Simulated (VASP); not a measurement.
# CuO2 (P6/mmm) in VASP: a series of runs

Runs on CuO2. Level: PBE. Tasks: relaxation of cell and atoms.

Program: VASP 6.6.1. These are calculated values, not measurements. Logs are shortened: lines on timing, memory, paths and dates and some standing lists are left out, and cuts for length are marked.

## (1) The cell of the first run

Symmetry: P6/mmm, No. 191, hexagonal system. The conventional cell has a = 3.512 Å, b = 3.512 Å, c = 4.593 Å, α = 90.00°, β = 90.00°, γ = 120.00°. Within 2.7 Å of Cu (site symmetry 6/mmm) lie 6 O at 2.03 Å. O (site symmetry -6m2) has 3 O at 2.03 Å and 3 Cu at 2.03 Å within 2.7 Å.

The cell was generated, and may not be a known phase.

## (2) Relaxation of cell and atoms, PBE

File INCAR:

```
SYSTEM = CuO2
  ALGO = Normal
  EDIFF = 1E-6
  EDIFFG = -0.01
  ENCUT = 600
  GGA = PE
  IBRION = 2
  ISIF = 3
  ISMEAR = 0
  LASPH = .True.
  LCHARG = .False.
  LREAL = .False.
  LWAVE = .False.
  NELM = 60
  NSW = 100
  PREC = Accurate
  SIGMA = 0.1
```

File KPOINTS:

```
k-points
0
Gamma
  18 18 10
  0 0 0
```

File POSCAR:

```
CuO2
1.0
    3.5119865452      0.0000000000      0.0000000000
   -1.7559932726      3.0414695658      0.0000000000
    0.0000000000      0.0000000000      4.5933819522
Cu O
1 2
Direct
    0.0000000000      0.0000000000      0.0000000000
    0.3333333333      0.6666666667      0.0000000000
    0.6666666667      0.3333333333      0.0000000000
```

Potentials or basis: VASP PAW PBE potentials, release 64 (Cu, O).

Run with:

```bash
cat potpaw_PBE.64/Cu/POTCAR potpaw_PBE.64/O/POTCAR > POTCAR
mpirun -np 1 vasp_std > vasp.out
```

OUTCAR:

```text
SYSTEM = CuO2
   EDIFF = 1E-6
   EDIFFG = -0.01
   ENCUT = 600
   GGA = PE
   IBRION = 2
   ISIF = 3
   ISMEAR = 0
   LASPH = .True.
   LREAL = .False.
   NELM = 60
   NSW = 100
   PREC = Accurate

 ion  position               nearest neighbor table
   1  0.000  0.000  0.000-   2 2.03   3 2.03   2 2.03   3 2.03   3 2.03   2 2.03
   2  0.333  0.667  0.000-   1 2.03   1 2.03   1 2.03
   3  0.667  0.333  0.000-   1 2.03   1 2.03   1 2.03

  LATTYP: Found a hexagonal cell.
 ALAT       =     3.5119865452
 C/A-ratio  =     1.3079155894

  Lattice vectors:

 A1 = (   3.5119865452,   0.0000000000,   0.0000000000)
 A2 = (  -1.7559932726,   3.0414695658,   0.0000000000)
 A3 = (   0.0000000000,   0.0000000000,   4.5933819522)

Analysis of symmetry for initial positions (statically):
=====================================================================
 Subroutine PRICEL returns:
 Original cell was already a primitive cell.

 Routine SETGRP: Setting up the symmetry group for a
 hexagonal supercell.

 Subroutine GETGRP returns: Found 24 space group operations
 (whereof 24 operations were pure point group operations)
 out of a pool of 24 trial point group operations.

The static configuration has the point symmetry D_6h.

Analysis of symmetry for dynamics (positions and initial velocities):
=====================================================================
 Subroutine PRICEL returns:
 Original cell was already a primitive cell.

 Routine SETGRP: Setting up the symmetry group for a
 hexagonal supercell.

 Subroutine GETGRP returns: Found 24 space group operations
 (whereof 24 operations were pure point group operations)
 out of a pool of 24 trial point group operations.

The dynamic configuration has the point symmetry D_6h.

 Subroutine INISYM returns: Found 24 space group operations
 (whereof 24 operations are pure point group operations),
 and found     1 'primitive' translations

----------------------------------------------------------------------------------------

                                     Primitive cell

  volume of cell :      49.0647

  direct lattice vectors                    reciprocal lattice vectors
     3.511986545  0.000000000  0.000000000     0.284739132  0.164394214  0.000000000
    -1.755993273  3.041469566  0.000000000     0.000000000  0.328788429  0.000000000
     0.000000000  0.000000000  4.593381952     0.000000000  0.000000000  0.217704517

  length of vectors
     3.511986545  3.511986545  4.593381952     0.328788429  0.328788429  0.217704517

  position of ions in fractional coordinates (direct lattice)
     0.000000000  0.000000000  0.000000000
     0.333333333  0.666666667  0.000000000
     0.666666667  0.333333333  0.000000000

  ion indices of the primitive-cell ions
   primitive index   ion index
                 1           1
                 2           2
                 3           3

----------------------------------------------------------------------------------------

 KPOINTS: k-points

Automatic generation of k-mesh.
 Grid dimensions read from file:
 generate k-points for:   18   18   10

 Generating k-lattice:

  Cartesian coordinates                     Fractional coordinates (reciprocal lattice)
     0.015818841  0.009133012  0.000000000     0.055555556 -0.000000000  0.000000000
     0.000000000  0.018266024  0.000000000     0.000000000  0.055555556  0.000000000
     0.000000000  0.000000000  0.021770452     0.000000000  0.000000000  0.100000000

  Length of vectors
     0.018266024  0.018266024  0.021770452

  Shift w.r.t. Gamma in fractional coordinates (k-lattice)
     0.000000000  0.000000000  0.000000000

 Subroutine IBZKPT returns following result:
 ===========================================

 Found    222 irreducible k-points:

 Following reciprocal coordinates:
            Coordinates               Weight
  0.000000  0.000000  0.000000      1.000000
  0.055556  0.000000  0.000000      6.000000
  0.111111  0.000000  0.000000      6.000000
  0.166667  0.000000  0.000000      6.000000
  0.222222  0.000000  0.000000      6.000000
  0.277778 -0.000000  0.000000      6.000000
[... 16 lines left out ...]
  0.333333  0.111111  0.000000     12.000000
  0.388889  0.111111  0.000000     12.000000
 [... further k-points ...]
   k-points           NKPTS =    222   k-points in BZ     NKDIM =    222   number of bands    NBANDS=     15
   number of dos      NEDOS =    301   number of ions     NIONS =      3
   total plane-waves  NPLWV =  31360
   dimension x,y,z NGX =    28 NGY =   28 NGZ =   40
   dimension x,y,z NGXF=    56 NGYF=   56 NGZF=   80
   ions per type =               1   2
   NGX,Y,Z   is equivalent  to a cutoff of  13.25, 13.25, 14.48 a.u.
   NGXF,Y,Z  is equivalent  to a cutoff of  26.51, 26.51, 28.95 a.u.
 SYSTEM =  CuO2
   PREC   = accura    normal or accurate (medium, high low for compatibility)
   ISTART =      0    job   : 0-new  1-cont  2-samecut
   ICHARG =      2    charge: 1-file 2-atom 10-const
   ISPIN  =      1    spin polarized calculation?
   LNONCOLLINEAR =      F non collinear calculations
   LSORBIT =      F    spin-orbit coupling
   LASPH  =      T    aspherical Exc in radial PAW
   ENCUT  =  600.0 eV  44.10 Ry    6.64 a.u.   7.01  7.01  9.17*2*pi/ulx,y,z
   NELM   =     60;   NELMIN=  2; NELMDL= -5     # of ELM steps
   EDIFF  = 0.1E-05   stopping-criterion for ELM
   LREAL  =      F    real-space projection
   EDIFFG = -.1E-01   stopping-criterion for IOM
   NSW    =    100    number of steps for IOM
   IBRION =      2    ionic relax: 0-MD 1-quasi-New 2-CG
   NFREE  =      1    steps in history (QN), initial steepest desc. (CG)
   ISIF   =      3    stress and relaxation
   ISYM   =      2    0-nonsym 1-usesym 2-fastsym
   POTIM  = 0.5000    time-step for ionic-motion
   TEBEG  =    0.0;   TEEND  =   0.0 temperature during run
   PSTRESS=    0.0 pullay stress
   NELECT =      23.0000    total number of electrons
   NUPDOWN=      -1.0000    fix difference up-down
   EMIN   =  10.00;   EMAX   =-10.00  energy-range for DOS
   EFERMI =   0.00;   METHOD = LEGACY
   ISMEAR =     0;   SIGMA  =   0.10  broadening in eV -4-tet -1-fermi 0-gaus
   EFERMI_NEDOS =   21; number of points for ismear=-14 and -15
   IALGO  =     38    algorithm
   IMIX   =      4    mixing-type and parameters
     AMIX     =   0.40;   BMIX     =  1.00
     AMIX_MAG =   1.60;   BMIX_MAG =  1.00
  volume/ion in A,a.u.               =      16.35       110.37
  Fermi-wavevector in a.u.,A,eV,Ry     =   1.271729  2.403219 22.004620  1.617294
  Thomas-Fermi vector in A             =   2.404646
   LORBIT       =      0    0 simple, 1 ext, 2 COOP (PROOUT), +10 PAW based schemes
   GGA     = PE    functional components
   LHFCALC =     F    Hartree Fock is set to
   AEXX    =    0.0000 exact exchange contribution
   IVDW    =     0    specifies the selected vdW correction
   LEPSILON=     F    determine dielectric tensor
   LRPA    =     F    only Hartree local field effects (RPA)
 conjugate gradient relaxation of ions
 non-spin polarized calculation
 Gauss-broadening in eV      SIGMA  =   0.10
  energy-cutoff  :      600.00
  volume of cell :       49.06
 maximum number of plane-waves:      1654
 NGX is ok and might be reduce to    28
   NGX = 13   NGY = 13   NGZ = 19

--------------------------------------- Ionic step        1  -------------------------------------------

 number of electron      23.0000003 magnetization

 Free energy of the ion-electron system (eV)
  ---------------------------------------------------
  ext. energy  EPLUGINS =         0.00000000
  ---------------------------------------------------
  free energy    TOTEN  =       -12.28526767 eV

  energy without entropy =      -12.27394441  energy(sigma->0) =      -12.27960604

------------------------ aborting loop because EDIFF is reached ----------------------------------------

  FORCE on cell =-STRESS in cart. coord.  units (eV):
  Direction    XX          YY          ZZ          XY          YZ          ZX
  --------------------------------------------------------------------------------------
  -------------------------------------------------------------------------------------
  Total        0.2137261      0.2137261      0.0000301      0.0000000      0.0000000      0.0000000
  in kB        6.9790984      6.9790984      0.0009845      0.0000000      0.0000000      0.0000000
  external PRESSURE =       4.6530605 kB  Pullay stress =       0.0000000 kB
[... 92 lines left out ...]
  FREE ENERGIE OF THE ION-ELECTRON SYSTEM (eV)
  ---------------------------------------------------
  free  energy   TOTEN  =       -12.2854904447 eV

  energy  without entropy=      -12.2740362284  energy(sigma->0) =      -12.27976334

 E-fermi :  -0.0260     XC(G=0):  -8.3339

 val. band max:       -0.0337757794   @ k =   0.3333   0.0556   0.5000
 cond. band min:      -0.0256598263   @ k =   0.0556   0.0000   0.5000
 fundamental gap:      0.0081159531
 Fermi energy:        -0.0259546620

 k-point     1 :       0.0000    0.0000    0.0000
  band No.  band energies     occupation
      1     -19.8595      2.00000
      2     -14.8490      2.00000
      3      -6.6119      2.00000
      4      -6.6119      2.00000
      5      -3.6759      2.00000
      6      -2.3543      2.00000
      7      -2.3543      2.00000
      8      -2.2504      2.00000
      9      -1.0912      2.00000
     10      -1.0912      2.00000
     11      -0.3986      2.00000
     12      -0.3986      2.00000
     13       0.0343      0.39445
     14       3.4756      0.00000
     15      10.2383      0.00000
[... 397 lines left out ...]
 k-point    24 :       0.3889    0.1111    0.0000
  band No.  band energies     occupation
      1     -18.3864      2.00000
      2     -17.0326      2.00000
      3      -6.5756      2.00000
      4      -4.6522      2.00000
      5      -3.7629      2.00000
      6      -3.7137      2.00000
      7      -2.5646      2.00000
      8      -2.5070      2.00000
      9      -1.9944      2.00000
     10      -1.1418      2.00000
     11      -0.7011      2.00000
     12      -0.3958      2.00000
     13       1.8035      0.00000
     14       6.4392      0.00000
     15       8.8336      0.00000

 [... further k-points ...]

[... ionic steps 4 to 18 ...]

--------------------------------------- Ionic step       19  -------------------------------------------

 number of electron      23.0000012 magnetization

------------------------ aborting loop because EDIFF is reached ----------------------------------------

  FORCE on cell =-STRESS in cart. coord.  units (eV):
  Direction    XX          YY          ZZ          XY          YZ          ZX
  --------------------------------------------------------------------------------------
  -------------------------------------------------------------------------------------
  Total       -0.1295130     -0.1295130     -0.0014676      0.0000000     -0.0000000      0.0000000
  in kB       -4.7366312     -4.7366312     -0.0536735      0.0000000     -0.0000000      0.0000000
  external PRESSURE =      -3.1756453 kB  Pullay stress =       0.0000000 kB
[... 59 lines left out ...]
  energy  without entropy=      -12.2783456443  energy(sigma->0) =      -12.28407430

--------------------------------------- Ionic step       21  -------------------------------------------

 number of electron      23.0000012 magnetization

 Free energy of the ion-electron system (eV)
  ---------------------------------------------------
  ext. energy  EPLUGINS =         0.00000000
  ---------------------------------------------------
  free energy    TOTEN  =       -12.28984909 eV

  energy without entropy =      -12.27833092  energy(sigma->0) =      -12.28409000

 E-fermi :   0.4882     XC(G=0):  -8.8310

 val. band max:        0.4881413779   @ k =   0.0556   0.0556   0.0000
 cond. band min:       0.4902355164   @ k =   0.0556   0.0000   0.3000
 fundamental gap:      0.0020941385
 Fermi energy:         0.4881549088

 k-point     1 :       0.0000    0.0000    0.0000
  band No.  band energies     occupation
      1     -19.3960      2.00000
      2     -14.3358      2.00000
      3      -6.1462      2.00000
      4      -6.1462      2.00000
      5      -3.0852      2.00000
      6      -1.8601      2.00000
      7      -1.8601      2.00000
      8      -1.8077      2.00000
      9      -0.5932      2.00000
     10      -0.5932      2.00000
     11       0.1110      2.00000
     12       0.1110      2.00000
     13       0.5631      0.28950
     14       3.9712      0.00000
     15      11.7030      0.00000
[... 397 lines left out ...]
 k-point    24 :       0.3889    0.1111    0.0000
  band No.  band energies     occupation
      1     -17.9098      2.00000
      2     -16.5458      2.00000
      3      -6.1110      2.00000
      4      -4.1724      2.00000
      5      -3.2775      2.00000
      6      -3.1893      2.00000
      7      -2.0631      2.00000
      8      -2.0073      2.00000
      9      -1.5524      2.00000
     10      -0.6017      2.00000
     11      -0.1744      2.00000
     12       0.1130      2.00000
     13       2.3274      0.00000
     14       6.8917      0.00000
     15       9.4624      0.00000

 [... further k-points ...]

------------------------ aborting loop because EDIFF is reached ----------------------------------------

  FORCE on cell =-STRESS in cart. coord.  units (eV):
  Direction    XX          YY          ZZ          XY          YZ          ZX
  --------------------------------------------------------------------------------------
  -------------------------------------------------------------------------------------
  Total        0.0117525      0.0117525      0.0073813      0.0000000     -0.0000000      0.0000000
  in kB        0.4295325      0.4295325      0.2697751      0.0000000     -0.0000000      0.0000000
  external PRESSURE =       0.3762800 kB  Pullay stress =       0.0000000 kB
[... 18 lines left out ...]
  FREE ENERGIE OF THE ION-ELECTRON SYSTEM (eV)
  ---------------------------------------------------
  free  energy   TOTEN  =       -12.2898490869 eV

  energy  without entropy=      -12.2783309226  energy(sigma->0) =      -12.28409000

 reached required accuracy - stopping structural energy minimisation
```

Run time: 20 min. Hardware: 1 thread of Intel Xeon 6975P-C (Granite Rapids), shared host; peak memory 0.35 GiB.

What came out:

```yaml
Free_energy: -12.2898 eV
Relaxed_volume: 14.61 Å³/atom
Relaxed_cell: a = 3.516 Å, b = 3.516 Å, c = 4.095 Å, α = 90.00°, β = 90.00°, γ = 120.00°
Space_group_after_relaxing_to_0.1_Å: P6/mmm (No. 191)
Energy_gained_by_relaxing: 1.5 meV/atom
Ionic_steps: 21
Pressure_after_relaxing: 0.0 GPa
Band_gap_on_the_k_mesh: zero (an odd number of electrons rules out a gap without spin polarisation)
```

The path:
| step | energy change (eV) | largest force (eV/Å) | pressure (GPa) | volume (Å³) |
| --- | --- | --- | --- | --- |
| 1 | 0.0000 | 0.0000 | 0.47 | 49.06 |
| 2 | 0.0003 | 0.0000 | -0.61 | 49.40 |
| 3 | -0.0002 | 0.0000 | -0.06 | 49.20 |
| 4 | -0.0003 | 0.0000 | -0.05 | 49.17 |
| 5 | -0.0004 | 0.0000 | -0.09 | 49.08 |
| 6 | -0.0005 | 0.0000 | -0.31 | 48.91 |
| 7 | -0.0005 | 0.0000 | -0.63 | 48.57 |
| 8 | -0.0006 | 0.0000 | -0.50 | 48.71 |
| 9 | -0.0006 | 0.0000 | -0.52 | 48.70 |
| 10 | -0.0006 | 0.0000 | -0.48 | 48.69 |
| 11 | -0.0006 | 0.0000 | -0.47 | 48.65 |
| 12 | -0.0007 | 0.0000 | -0.45 | 48.57 |
| 13 | -0.0009 | 0.0000 | -0.41 | 48.43 |
| 14 | -0.0012 | 0.0000 | -0.49 | 48.13 |
| 15 | -0.0019 | 0.0000 | -0.48 | 47.55 |
| 16 | -0.0031 | 0.0000 | -0.49 | 46.37 |
| 17 | -0.0045 | 0.0000 | -0.36 | 44.03 |
| 18 | -0.0041 | 0.0000 | -0.08 | 42.98 |
| 19 | -0.0044 | 0.0000 | -0.32 | 43.81 |
| 20 | -0.0045 | 0.0000 | 0.21 | 43.85 |
| 21 | -0.0046 | 0.0000 | 0.04 | 43.84 |

Final structure:
```
Cu O
1.0
     3.51582    0.00000    0.00000
    -1.75791    3.04479    0.00000
     0.00000    0.00000    4.09505
Cu O
1 2
Direct
  0.00000 0.00000 0.00000
  0.33333 0.66667 0.00000
  0.66667 0.33333 0.00000
```

Levels at points of the mesh, in eV from the Fermi level:
```
           k point  band 9  band 10  band 11  band 12  band 13  band 14  band 15
(0.00, 0.00, 0.00)   -1.08    -1.08    -0.38    -0.38     0.07     3.48    11.21
(0.50, 0.00, 0.00)   -2.02    -1.21    -0.66    -0.53     2.06     6.56     8.67
(0.00, 0.00, 0.50)   -1.06    -1.06    -0.37    -0.37     0.01     5.94     6.34
(0.50, 0.00, 0.50)   -1.79    -1.46    -0.76    -0.51     2.06     6.11     8.54
```

Caveat: an odd number of electrons without spin polarisation forces a metal; a magnetic or distorted state may lie lower; semilocal functionals often make such compounds metallic where correlation or magnetic order opens a gap, which also shifts bond lengths.

## (3) Relaxation of cell and atoms, PBE

This run uses another cell than the first one, of 14.36 Å³/atom.

File INCAR:

```
SYSTEM = CuO2
ALGO = Normal ; EDIFF = 1E-7
EDIFFG = -0.01 ; ENCUT = 600
GGA = PE ; IBRION = 2
ISIF = 3 ; ISMEAR = 0
LASPH = .TRUE. ; LCHARG = .FALSE.
LREAL = .FALSE. ; LWAVE = .FALSE.
NELM = 100 ; NSW = 100
PREC = Accurate ; SIGMA = 0.1
```

File KPOINTS:

```
k-points
0
G
  18 18 12
  0 0 0
```

File POSCAR:

```
CuO2
1.0
    3.5129242927      0.0000000000      0.0000000000
   -1.7564621464      3.0422816791      0.0000000000
    0.0000000000      0.0000000000      4.0307469616
Cu O
1 2
Direct
    0.0000000000      0.0000000000      0.0000000000
    0.3333333333      0.6666666667      0.0000000000
    0.6666666667      0.3333333333      0.0000000000
```

Potentials or basis: VASP PAW PBE potentials, release 64 (Cu, O).

Run with:

```bash
cat potpaw_PBE.64/Cu/POTCAR potpaw_PBE.64/O/POTCAR > POTCAR
mpirun -np 1 vasp_std > vasp.out
```

Wall time 3.5 min (1 thread of Intel Xeon 6975P-C (Granite Rapids), shared host); peak memory 0.33 GiB.

Results (log left out):

| Quantity | Value |
| --- | --- |
| Free energy | -12.2789 eV |
| Relaxed volume | 14.39 Å³/atom |
| Relaxed cell | a = 3.517 Å, b = 3.517 Å, c = 4.032 Å, α = 90.00°, β = 90.00°, γ = 120.00° |
| Space group after relaxing (to 0.1 Å) | P6/mmm (No. 191) |
| Energy gained by relaxing | 0.0 meV/atom |
| Ionic steps | 3 |
| Pressure after relaxing | 0.0 GPa |
| Band gap on the k mesh | zero (an odd number of electrons rules out a gap without spin polarisation) |

Stress tensor (GPa, compression positive):
```
0.00 0.00 0.00
0.00 0.00 0.00
0.00 0.00 0.08
```

Step by step:
```
step  energy change (eV)  largest force (eV/Å)  pressure (GPa)  volume (Å³)
   1              0.0000                0.0000            0.35        43.08
   2              0.0000                0.0000           -0.29        43.27
   3             -0.0001                0.0000            0.02        43.17
```

Final structure:
```
Cu O
1.0
     3.51651    0.00000    0.00000
    -1.75826    3.04539    0.00000
     0.00000    0.00000    4.03159
Cu O
1 2
Direct
  0.00000 0.00000 0.00000
  0.33333 0.66667 0.00000
  0.66667 0.33333 0.00000
```

Levels at points of the mesh, in eV from the Fermi level:
| k point | band 9 | band 10 | band 11 | band 12 | band 13 | band 14 | band 15 |
| --- | --- | --- | --- | --- | --- | --- | --- |
| (0.00, 0.00, 0.00) | -1.08 | -1.08 | -0.38 | -0.38 | 0.08 | 3.48 | 11.17 |
| (0.50, 0.00, 0.00) | -2.03 | -1.20 | -0.65 | -0.53 | 2.06 | 6.54 | 8.70 |
| (0.00, 0.00, 0.50) | -1.06 | -1.06 | -0.37 | -0.37 | 0.00 | 5.99 | 6.42 |
| (0.50, 0.00, 0.50) | -1.78 | -1.47 | -0.76 | -0.51 | 2.06 | 6.08 | 8.60 |

Caveat: an odd number of electrons without spin polarisation forces a metal; a magnetic or distorted state may lie lower; semilocal functionals often make such compounds metallic where correlation or magnetic order opens a gap, which also shifts bond lengths. With open d or f shells a metallic result of PBE can be an artefact of self-interaction; +U or a hybrid may open a gap.
